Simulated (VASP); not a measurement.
**O3F2: single point with PBE**

Crystal: O3F2.

```xyz
10
Lattice="4.8930 0.0000 0.0000 0.0000 4.8930 0.0000 0.0000 0.0000 4.8930" Properties=species:S:1:pos:R:3 pbc="T T T"
F     1.2232    1.2232    1.2232
F     3.6697    3.6697    1.2232
F     3.6697    1.2232    3.6697
F     1.2232    3.6697    3.6697
O     2.4465    0.0000    0.0000
O     0.0000    2.4465    0.0000
O     0.0000    0.0000    2.4465
O     2.4465    2.4465    0.0000
O     2.4465    0.0000    2.4465
O     0.0000    2.4465    2.4465
```

| Quantity | Value |
| --- | --- |
| Program | VASP 6.6.1 |
| Task | single point |
| Functional | PBE |
| Potentials or basis | VASP PAW PBE potentials, release 64 (F, O) |
| Cutoff | 520 eV |
| k mesh | 12 × 12 × 12 |
| Occupations | fermi-dirac, width 0.0612256 eV |
| Spin | no spin polarisation |
| Dipole correction | no |
| Further INCAR settings | ALGO = Normal; EDIFF = 1e-06; NBANDS = 43 |

```
Pressure               : -3.2 GPa
Band gap on the k mesh : zero (band 32 reaches -1.66 eV, above the bottom of band 33 at -1.97 eV)
```

Levels at points of the mesh, in eV from the Fermi level:
```
           k point  band 30  band 31  band 32  band 33  band 34  band 35
(0.00, 0.00, 0.00)     0.08     0.08     0.22     0.22     0.22     0.43
(0.50, 0.00, 0.00)    -0.19    -0.19    -0.19    -0.06    -0.06     0.13
(0.50, 0.50, 0.00)    -0.70    -0.26    -0.26    -0.08    -0.08     0.16
(0.50, 0.50, 0.50)    -1.21    -1.21     0.13     0.13     0.13     0.26
```

Wall time 5.7 min on 1 thread of Oxide Virtual Turin-like Processor, on a shared host, peak memory 0.36 GiB.
